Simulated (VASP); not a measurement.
Sc3C:

```
Sc C
1.0
     5.76037    0.00000    0.00000
    -2.88018    4.98862    0.00000
     0.00000    0.00000    4.62358
Sc C
6 2
Direct
  0.83300 0.66600 0.25000
  0.16700 0.83300 0.75000
  0.33400 0.16700 0.25000
  0.16700 0.33400 0.75000
  0.83300 0.16700 0.25000
  0.66600 0.83300 0.75000
  0.33333 0.66667 0.25000
  0.66667 0.33333 0.75000
```

* Program: VASP 6.6.1
* Task: relaxation of cell and atoms
* Functional: PBE
* Potentials or basis: VASP PAW PBE potentials, release 64 (Sc_sv, C)
* Cutoff: 600 eV
* k mesh: 3 × 3 × 4
* Occupations: gaussian, width 0.1 eV
* Spin: no spin polarisation

At the start: pressure -0.0 GPa; volume 16.61 Å³/atom.

Q: Where does the relaxation end?

A: Over 42 steps the energy falls by 424.2 meV/atom and the volume is 22.67 Å³/atom (+36.5 %); space group P6_3/mmc (No. 194, to 0.1 Å) before and after.

Step by step:
```csv
step,energy change (eV),largest force (eV/Å),pressure (GPa),volume (Å³)
1,0.0000,1.7051,-0.03,132.86
3,-0.4871,0.0293,-2.05,132.79
5,-0.5287,0.0221,0.64,127.92
7,-0.7352,0.4418,2.03,126.27
9,1.4872,2.5224,28.24,111.72
11,-1.0756,1.4474,8.57,121.31
13,-1.0830,1.4619,8.69,121.31
15,-1.1011,1.5295,9.29,121.28
17,-1.1532,1.4882,8.89,121.78
19,-1.3670,1.3092,7.18,124.07
21,-1.9395,0.7586,1.95,133.45
23,-2.2581,0.2279,-3.65,149.80
25,-2.8349,0.1458,1.26,151.36
27,-2.8745,0.5581,5.45,151.53
29,-3.1888,0.1120,3.88,165.69
31,-3.2514,0.0347,3.61,168.68
33,-3.2926,0.0626,3.14,171.55
35,-3.3669,0.1806,0.93,177.14
37,-3.3797,0.2318,-0.24,179.99
39,-3.3883,0.0257,0.21,179.87
41,-3.3903,0.0329,0.14,180.24
42,-3.3935,0.0028,0.05,181.34
```

Final structure:
```
CELL_PARAMETERS angstrom
8.28983 0.00000 0.00000
-4.14491 7.17920 0.00000
0.00000 0.00000 3.04707
ATOMIC_POSITIONS crystal
Sc 0.78377 0.56754 0.25000
Sc 0.21623 0.78377 0.75000
Sc 0.43246 0.21623 0.25000
Sc 0.21623 0.43246 0.75000
Sc 0.78377 0.21623 0.25000
Sc 0.56754 0.78377 0.75000
C 0.33333 0.66667 0.25000
C 0.66667 0.33333 0.75000
```

Where two steps share one volume, the run began anew on that cell with a basis built for it.

Caveat: the k points lie up to 0.52 Å⁻¹ apart in the final cell; the volume moved by over 15 % at a fixed basis, so the end points are rough.
